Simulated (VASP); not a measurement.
# SrTiO3 (Pm-3m) in VASP: notebook

The runs below take SrTiO3 through single point, with PBE+U.

Everything below comes from runs of VASP 6.6.1. Logs are shortened: lines on timing, memory, paths and dates and some standing lists are left out, and cuts for length are marked.

## Step 1: The cell of the first run

It takes space group Pm-3m (No. 221, cubic). Conventional cell: a = 3.972 Å, b = 3.972 Å, c = 3.972 Å, α = 90.00°, β = 90.00°, γ = 90.00°. Sr (site symmetry m-3m) has 12 O at 2.81 Å and 8 Ti at 3.44 Å within 3.7 Å. Ti (site symmetry m-3m) has 6 O at 1.99 Å within 2.6 Å. O (site symmetry 4/mmm) has 2 Ti at 1.99 Å within 2.6 Å.

## Step 2: Single point, PBE+U

The input, INCAR:

```
PREC     = Accurate       # precision mode
ENCUT    = 520            # plane-wave cutoff, eV
EDIFF    = 1E-7           # SCF threshold, eV
ISMEAR   = 0              # smearing method
SIGMA    = 0.02           # smearing width, eV
LREAL    = F              # projectors in reciprocal space
LASPH    = T              # aspherical terms in the spheres
NELM     = 150            # most SCF steps
ALGO     = Normal         # electronic algorithm
ISIF     = 2              # what is computed and relaxed
LWAVE    = F              # write WAVECAR
LCHARG   = T              # write CHGCAR
LMAXMIX  = 4              # l up to which the mixer works
LDAU     = T              # DFT+U
LDAUTYPE = 2            
LDAUL    = -1 2 -1        # shell
LDAUU    = 0 4 0          # U, eV
LDAUJ    = 0 0 0        
LDAUPRINT= 1            
GGA      = PE             # functional
LELF     = T              # ELF
LVHAR    = T            
NBANDS   = 28             # bands
```

The input, KPOINTS:

```
Automatic mesh
0
Gamma
  8 8 8
```

The input, POSCAR:

```
SrTiO3
1.0
    3.9721416719      0.0000000000      0.0000000000
    0.0000000000      3.9721416719      0.0000000000
    0.0000000000      0.0000000000      3.9721416719
Sr Ti O
1 1 3
Direct
    0.0000000000      0.0000000000      0.0000000000
    0.5000000000      0.5000000000      0.5000000000
    0.5000000000      0.0000000000      0.5000000000
    0.5000000000      0.5000000000      0.0000000000
    0.0000000000      0.5000000000      0.5000000000
```

Potentials or basis: VASP PAW PBE potentials, release 64 (Sr_sv, Ti_sv, O).

The run is started by

```sh
$ cat potpaw_PBE.64/Sr_sv/POTCAR potpaw_PBE.64/Ti_sv/POTCAR potpaw_PBE.64/O/POTCAR > POTCAR
$ mpirun -np 1 vasp_std > vasp.out
```

OUTCAR:

```text
PREC = Accurate
   ENCUT = 520
   EDIFF = 1E-7
   ISMEAR = 0
   LREAL = F
   LASPH = T
   NELM = 150
   ISIF = 2
   GGA = PE

 ion  position               nearest neighbor table
   1  0.000  0.000  0.000-   3 2.81   4 2.81   5 2.81   3 2.81   5 2.81   4 2.81   5 2.81   5 2.81
                             3 2.81   4 2.81   3 2.81   4 2.81   2 3.44   2 3.44   2 3.44   2 3.44
   2  0.500  0.500  0.500-   3 1.99   4 1.99   5 1.99   4 1.99   3 1.99   5 1.99   1 3.44   1 3.44
                             1 3.44   1 3.44   1 3.44   1 3.44   1 3.44   1 3.44
   3  0.500  0.000  0.500-   2 1.99   2 1.99   1 2.81   1 2.81   1 2.81   1 2.81
   4  0.500  0.500  0.000-   2 1.99   2 1.99   1 2.81   1 2.81   1 2.81   1 2.81
   5  0.000  0.500  0.500-   2 1.99   2 1.99   1 2.81   1 2.81   1 2.81   1 2.81

  LATTYP: Found a simple cubic cell.
 ALAT       =     3.9721416719

  Lattice vectors:

 A1 = (   3.9721416719,   0.0000000000,   0.0000000000)
 A2 = (   0.0000000000,   3.9721416719,   0.0000000000)
 A3 = (   0.0000000000,   0.0000000000,   3.9721416719)

Analysis of symmetry for initial positions (statically):
=====================================================================
 Subroutine PRICEL returns:
 Original cell was already a primitive cell.

 Routine SETGRP: Setting up the symmetry group for a
 simple cubic supercell.

 Subroutine GETGRP returns: Found 48 space group operations
 (whereof 48 operations were pure point group operations)
 out of a pool of 48 trial point group operations.

The static configuration has the point symmetry O_h .

Analysis of symmetry for dynamics (positions and initial velocities):
=====================================================================
 Subroutine PRICEL returns:
 Original cell was already a primitive cell.

 Routine SETGRP: Setting up the symmetry group for a
 simple cubic supercell.

 Subroutine GETGRP returns: Found 48 space group operations
 (whereof 48 operations were pure point group operations)
 out of a pool of 48 trial point group operations.

The dynamic configuration has the point symmetry O_h .

[... 146 lines left out ...]

atom =   2  type =  2  l = 2

 onsite density matrix

spin component  1

  0.1013  0.0000 -0.0000 -0.0000  0.0000
  0.0000  0.1013 -0.0000 -0.0000 -0.0000
 -0.0000 -0.0000  0.2435  0.0000  0.0000
 -0.0000 -0.0000  0.0000  0.1013  0.0000
  0.0000 -0.0000  0.0000  0.0000  0.2435

spin component  2

  0.1013  0.0000 -0.0000 -0.0000  0.0000
  0.0000  0.1013 -0.0000 -0.0000 -0.0000
 -0.0000 -0.0000  0.2435  0.0000  0.0000
 -0.0000 -0.0000  0.0000  0.1013  0.0000
  0.0000 -0.0000  0.0000  0.0000  0.2435

 occupancies and eigenvectors

  o =  0.1013  v =  1.0000  0.0000  0.0000  0.0000  0.0000  0.0000  0.0000  0.0000  0.0000  0.0000      0.0000  0.0000  0.0000  0.0000  0.0000  0.0000  0.0000  0.0000  0.0000  0.0000
  o =  0.1013  v =  0.0000  0.0000  0.0000  0.0000  0.0000  1.0000  0.0000  0.0000  0.0000  0.0000      0.0000  0.0000  0.0000  0.0000  0.0000  0.0000  0.0000  0.0000  0.0000  0.0000
  o =  0.1013  v =  0.0000  0.9854  0.0000 -0.1701 -0.0000  0.0000  0.0000  0.0000  0.0000  0.0000      0.0000  0.0000  0.0000  0.0000  0.0000  0.0000  0.0000  0.0000  0.0000  0.0000
  o =  0.1013  v =  0.0000  0.0000  0.0000  0.0000  0.0000  0.0000  0.9854  0.0000 -0.1701 -0.0000      0.0000  0.0000  0.0000  0.0000  0.0000  0.0000  0.0000  0.0000  0.0000  0.0000
  o =  0.1013  v =  0.0000  0.1701  0.0000  0.9854  0.0000  0.0000  0.0000  0.0000  0.0000  0.0000      0.0000  0.0000  0.0000  0.0000  0.0000  0.0000  0.0000  0.0000  0.0000  0.0000
  o =  0.1013  v =  0.0000  0.0000  0.0000  0.0000  0.0000  0.0000  0.1701  0.0000  0.9854  0.0000      0.0000  0.0000  0.0000  0.0000  0.0000  0.0000  0.0000  0.0000  0.0000  0.0000
  o =  0.2435  v =  0.0000  0.0000  0.0000  0.0000  0.0000  0.0000  0.0000  0.0158  0.0000 -0.9999      0.0000  0.0000  0.0000  0.0000  0.0000  0.0000  0.0000  0.0000  0.0000  0.0000
  o =  0.2435  v =  0.0000  0.0000  0.0158  0.0000 -0.9999  0.0000  0.0000  0.0000  0.0000  0.0000      0.0000  0.0000  0.0000  0.0000  0.0000  0.0000  0.0000  0.0000  0.0000  0.0000
  o =  0.2435  v =  0.0000  0.0000  0.0000  0.0000  0.0000  0.0000  0.0000 -0.9999 -0.0000 -0.0158      0.0000  0.0000  0.0000  0.0000  0.0000  0.0000  0.0000  0.0000  0.0000  0.0000
  o =  0.2435  v =  0.0000  0.0000 -0.9999 -0.0000 -0.0158  0.0000  0.0000  0.0000  0.0000  0.0000      0.0000  0.0000  0.0000  0.0000  0.0000  0.0000  0.0000  0.0000  0.0000  0.0000

 number of electron      39.9999979 magnetization

 Free energy of the ion-electron system (eV)
  ---------------------------------------------------
  ext. energy  EPLUGINS =         0.00000000
  ---------------------------------------------------
  free energy    TOTEN  =       -37.41397609 eV

  energy without entropy =      -37.41397609  energy(sigma->0) =      -37.41397609

 E-fermi :   4.0051     XC(G=0): -11.0117

 val. band max:        3.8916995578   @ k =   0.5000   0.5000   0.5000
 cond. band min:       6.1558390031   @ k =   0.0000   0.0000   0.0000
 fundamental gap:      2.2641394453
 Fermi energy:         4.0050702734

 k-point     1 :       0.0000    0.0000    0.0000
  band No.  band energies     occupation
      1     -53.8489      2.00000
      2     -30.0150      2.00000
      3     -30.0150      2.00000
      4     -30.0150      2.00000
      5     -29.0573      2.00000
      6     -13.4151      2.00000
[... 733 lines left out ...]
     27      11.8843      0.00000
     28      12.3380      0.00000

 [... further k-points ...]
[... 5 lines left out ...]
  --------------------------------------------------------------------------------------
  -------------------------------------------------------------------------------------
  Total       -0.2068664     -0.2068664     -0.2068664      0.0000000     -0.0000000     -0.0000000
  in kB       -5.2884262     -5.2884262     -5.2884262      0.0000000     -0.0000000     -0.0000000
  external PRESSURE =      -5.2884262 kB  Pullay stress =       0.0000000 kB

 VOLUME and BASIS-vectors are now :
 -----------------------------------------------------------------------------
  energy-cutoff  :      520.00
  volume of cell :       62.67
      direct lattice vectors                 reciprocal lattice vectors
     3.972141672  0.000000000  0.000000000     0.251753357  0.000000000  0.000000000
     0.000000000  3.972141672  0.000000000     0.000000000  0.251753357  0.000000000
     0.000000000  0.000000000  3.972141672     0.000000000  0.000000000  0.251753357

 POSITION                                       TOTAL-FORCE (eV/Angst)
 -----------------------------------------------------------------------------------
      0.00000      0.00000      0.00000         0.000000      0.000000      0.000000
      1.98607      1.98607      1.98607         0.000000      0.000000      0.000000
      1.98607      0.00000      1.98607         0.000000      0.000000      0.000000
      1.98607      1.98607      0.00000         0.000000      0.000000      0.000000
      0.00000      1.98607      1.98607         0.000000      0.000000      0.000000
 -----------------------------------------------------------------------------------
    total drift:                                0.000000      0.000000     -0.000000

  FREE ENERGIE OF THE ION-ELECTRON SYSTEM (eV)
  ---------------------------------------------------
  free  energy   TOTEN  =       -37.4139760923 eV

  energy  without entropy=      -37.4139760923  energy(sigma->0) =      -37.41397609
```

OSZICAR:

```text
N       E                     dE             d eps       ncg     rms          rms(c)
DAV:   1     0.433237530261E+03    0.43324E+03   -0.21241E+04  1960   0.157E+03
DAV:   2    -0.339685685370E+01   -0.43663E+03   -0.41771E+03  2268   0.436E+02
DAV:   3    -0.467638575262E+02   -0.43367E+02   -0.43058E+02  2728   0.134E+02
DAV:   4    -0.488265864453E+02   -0.20627E+01   -0.20583E+01  3016   0.250E+01
DAV:   5    -0.488930840292E+02   -0.66498E-01   -0.66486E-01  2756   0.350E+00    0.253E+01
DAV:   6    -0.372071004106E+02    0.11686E+02   -0.56232E+01  2876   0.639E+01    0.134E+01
DAV:   7    -0.374369552330E+02   -0.22985E+00   -0.64796E+00  2564   0.150E+01    0.969E+00
DAV:   8    -0.375044472573E+02   -0.67492E-01   -0.17413E+00  2304   0.119E+01    0.310E+00
DAV:   9    -0.374236822799E+02    0.80765E-01   -0.30215E-01  2364   0.546E+00    0.112E+00
DAV:  10    -0.374201396073E+02    0.35427E-02   -0.12229E-01  2324   0.205E+00    0.717E-01
DAV:  11    -0.374141812367E+02    0.59584E-02   -0.34013E-02  2576   0.174E+00    0.207E-01
DAV:  12    -0.374139268187E+02    0.25442E-03   -0.23923E-03  2284   0.514E-01    0.770E-02
DAV:  13    -0.374139958533E+02   -0.69035E-04   -0.25917E-04  2564   0.130E-01    0.671E-02
DAV:  14    -0.374139806358E+02    0.15218E-04   -0.10120E-04  2448   0.815E-02    0.239E-02
DAV:  15    -0.374139758396E+02    0.47962E-05   -0.22319E-05  3068   0.387E-02    0.475E-03
DAV:  16    -0.374139761785E+02   -0.33890E-06   -0.17561E-06  2288   0.947E-03    0.315E-03
DAV:  17    -0.374139760923E+02    0.86194E-07   -0.88115E-08  1604   0.318E-03
   1 F= -.37413976E+02 E0= -.37413976E+02  d E =-.734231E-18
```

stdout:

```text
POSCAR found type information on POSCAR SrTiO
 POSCAR found :  3 types and       5 ions
 scaLAPACK will be used
 LDA part: xc-table for (Slater+PW92), standard interpolation
 POSCAR, INCAR and KPOINTS ok, starting setup
 FFT: planning ... GRIDC
 FFT: planning ... GRID_SOFT
 FFT: planning ... GRID
 WAVECAR not read
 entering main loop
```

Run time: 52 s. Hardware: 1 thread of AMD EPYC 7R43 (Zen 3), shared host; peak memory 0.17 GiB.

What came out:

* Free energy: -37.4140 eV
* Pressure: -0.5 GPa
* Band gap on the k mesh: 2.26 eV, indirect (least direct gap 2.70 eV)

Eigenvalues of the final occupation matrices:
| site | spin | trace | eigenvalues |
| --- | --- | --- | --- |
| site 2 d | 1 | 0.79 | 0.10 0.10 0.10 0.24 0.24 |
| site 2 d | 2 | 0.79 | 0.10 0.10 0.10 0.24 0.24 |

A k mesh can miss the band edges.

(Part 1 of 3 ends here.)
